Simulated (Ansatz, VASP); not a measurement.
## One calculation of Ga3As3CO, two programs

INCAR

```
SYSTEM = Ga3As3CO
ALGO     = Normal         ! electronic algorithm
DIPOL    = 0.5 0.5 0.320
EDIFF    = 1E-7           ! SCF threshold, eV
ENCUT    = 520            ! plane-wave cutoff, eV
GGA      = PE             ! functional
IDIPOL   = 3            
ISIF     = 2              ! what is computed and relaxed
ISMEAR   = 0              ! smearing method
IVDW     = 12             ! dispersion correction
LASPH    = .TRUE.         ! aspherical terms in the spheres
LCHARG   = .FALSE.        ! write CHGCAR
LDIPOL   = .TRUE.       
LREAL    = .FALSE.        ! projectors in reciprocal space
LWAVE    = .FALSE.        ! write WAVECAR
NBANDS   = 42             ! bands
NELM     = 100            ! most SCF steps
PREC     = Accurate       ! precision mode
SIGMA    = 0.05           ! smearing width, eV
```

The input KPOINTS:

```
k-points
0
G
  7 5 1
  0 0 0
```

POSCAR

```
Ga3As3CO
1.0
    4.0137031111      0.0000000000      0.0000000000
    0.0000000000      5.6762333751      0.0000000000
    0.0000000000      0.0000000000     23.3352699083
Ga As O C
3 3 1 1
Direct
    0.5000000000      0.5000000000      0.1714143447
    0.0000000000      0.0653835255      0.2680035048
    0.5000000000      0.4894639609      0.3228546357
    0.0000000000      0.2500000000      0.1714143447
    0.5000000000      0.8102208698      0.2504948966
    0.0000000000      0.2887573198      0.3593388866
    0.3333333333      0.6220906532      0.4836142866
    0.3333333333      0.6220906532      0.5328959107
```

Input for Ansatz:

```yaml
crystal:
  lattice:
    - [4.0137031111, 0.0, 0.0]
    - [0.0, 5.6762333751, 0.0]
    - [0.0, 0.0, 23.3352699083]
  atoms:
    - { symbol: Ga, position: [0.5, 0.5, 0.1714143447] }
    - { symbol: As, position: [0.0, 0.25, 0.1714143447] }
    - { symbol: Ga, position: [0.0, 0.0653835255, 0.2680035048] }
    - { symbol: As, position: [0.5, 0.8102208698, 0.2504948966] }
    - { symbol: Ga, position: [0.5, 0.4894639609, 0.3228546357] }
    - { symbol: As, position: [0.0, 0.2887573198, 0.3593388866] }
    - { symbol: O, position: [0.3333333333, 0.6220906532, 0.4836142866] }
    - { symbol: C, position: [0.3333333333, 0.6220906532, 0.5328959107] }
basis:
  ecutwfc: 420
kpoints:
  mp_grid: { grid: [7, 5, 1] }
hamiltonian:
  xc: pbe
  pseudopotentials: { kind: paw, azcp: { folder: soft_1 } }
  dispersion: d3bj
scf:
  occupations: { method: gaussian, width: 0.05 }
output:
  forces: true
  eigenvalues: true
efield:
  axis: 3
  dipole_correction: true
  ramp_width: 0.04
```

Alike in both runs: task single point; functional PBE; dispersion D3(BJ); k mesh 7 × 5 × 1; occupations gaussian, width 0.05 eV; no spin polarisation.

```csv
,VASP,Ansatz
version,VASP 6.6.1,Ansatz 0.2.0
potentials or method,"VASP PAW PBE potentials, release 64 (Ga_d, As, O, C), cutoff 520 eV","scalar-relativistic, plane waves, PAW"
valence electrons in the cell,64,94
```

|  | VASP | Ansatz | Ansatz less VASP |
| --- | --- | --- | --- |
| gap on the k mesh at the Fermi level (eV) | 0.40 | 0.41 | +0.007 |
| least direct gap on the mesh (eV) | 0.75 | 0.75 | +0.003 |
| rms of the force components (eV/Å) | 0.377 | 0.541 | +0.1646 |

One of these differences is far larger than is usual between the two programs; its cause wasn't traced. VASP's potentials hold 64 valence electrons a cell and Ansatz's 94, so a difference there can come from the potentials and not from the codes.

Noted on VASP's run: the standard files for N, O and F lose accuracy on very short bonds.
